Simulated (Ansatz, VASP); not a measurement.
**GaN: VASP beside Ansatz**

INCAR

```
ALGO = Normal
EDIFF = 1E-6
ENCUT = 520
GGA = PE
ISIF = 2
ISMEAR = 0
LASPH = True
LCHARG = True
LELF = True
LREAL = False
LVHAR = True
LWAVE = False
NBANDS = 16
NELM = 80
PREC = Accurate
SIGMA = 0.05
```

File KPOINTS:

```
k-points
0
Gamma
  10 10 10
```

Contents of POSCAR:

```
GaN
1.0
    0.0000000000      2.2535006075      2.2535006075
    2.2535006075      0.0000000000      2.2535006075
    2.2535006075      2.2535006075      0.0000000000
Ga N
1 1
Direct
    0.0000000000      0.0000000000      0.0000000000
    0.7264663882      0.7735336118      0.7500000000
```

Input for Ansatz:

```yaml
crystal:
  lattice:
    - [0.0, 2.2535006075, 2.2535006075]
    - [2.2535006075, 0.0, 2.2535006075]
    - [2.2535006075, 2.2535006075, 0.0]
  atoms:
    - { symbol: Ga, position: [0.0, 0.0, 0.0] }
    - { symbol: "N", position: [0.7264663882, 0.7735336118, 0.75] }
basis:
  ecutwfc: 420
kpoints:
  mp_grid: { grid: [10, 10, 10] }
hamiltonian:
  xc: pbe
scf:
  occupations: { method: gaussian, width: 0.05 }
output:
  forces: true
  stress: true
  eigenvalues: true
```

Change from the starting cell: all N atoms moved +0.075 Å, as atom 2 along Cartesian [1 -1 0].

Alike in both runs: task single point; functional PBE; k mesh 10 × 10 × 10; occupations gaussian, width 0.05 eV; no spin polarisation.

```csv
,VASP,Ansatz
version,VASP 6.6.1,Ansatz 0.2.0
potentials or method,"VASP PAW PBE potentials, release 64 (Ga_d, N), cutoff 520 eV","scalar-relativistic, plane waves, PAW"
valence electrons in the cell,18,18
```

Ansatz gave:

| Property | Result |
| --- | --- |
| gap on the k mesh at the Fermi level (eV) | 1.59 |
| least direct gap on the mesh (eV) | 1.59 |
| pressure (GPa) | 5.6 |
| traceless stress, the component that is largest in VASP (GPa) | -3.27 |
| rms of the force components (eV/Å) | 0.551 |

What did VASP give for the same quantities?

gap on the k mesh at the Fermi level (eV): 1.59; least direct gap on the mesh (eV): 1.59; pressure (GPa): 5.6; traceless stress, the component that is largest in VASP (GPa): -3.19; rms of the force components (eV/Å): 0.542.

Atom by atom the forces differ by 0.008 eV/Å (rms over components). With one functional, cell and mesh, what is left measures potentials, basis and numerics.
